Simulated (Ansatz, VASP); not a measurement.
**One calculation of MnF2, two programs**

```
Mn F
1.0
     0.00000    2.61798    2.61798
     2.61798    0.00000    2.61798
     2.61798    2.61798    0.00000
Mn F
1 2
Direct
  0.00000 0.00000 0.00000
  0.25000 0.25000 0.25000
  0.75000 0.75000 0.75000
```

Change from the starting cell: species swapped into the BaF2 type (Fm-3m, No. 225).

Alike in both runs: functional PBE; k mesh 10 × 10 × 10; occupations gaussian, width 0.02 eV; collinear spin.

Ansatz relaxed the structure, and its values are those at the end. VASP's run is a single point on that final structure, the one shown.

|  | VASP | Ansatz |
| --- | --- | --- |
| version | VASP 6.6.1 | Ansatz 0.2.0 |
| potentials or method | VASP PAW PBE potentials, release 64 (Mn_pv, F), cutoff 520 eV | scalar-relativistic, plane waves, PAW |
| valence electrons in the cell | 27 | 29 |

```tsv
	VASP	Ansatz	Ansatz less VASP
gap on the k mesh at the Fermi level (eV)	1.95	1.92	-0.028
least direct gap on the mesh (eV)	1.95	1.92	-0.028
pressure (GPa)	-0.2	0.0	+0.19
net moment per atom (μB)	1.67	1.67	0.000
size of the moment on the site where the two differ most (μB)	4.61	4.35	-0.258
```

Site moments also hang on the region over which each program counts them. VASP's potentials hold 27 valence electrons a cell and Ansatz's 29, so a difference there can come from the potentials and not from the codes.
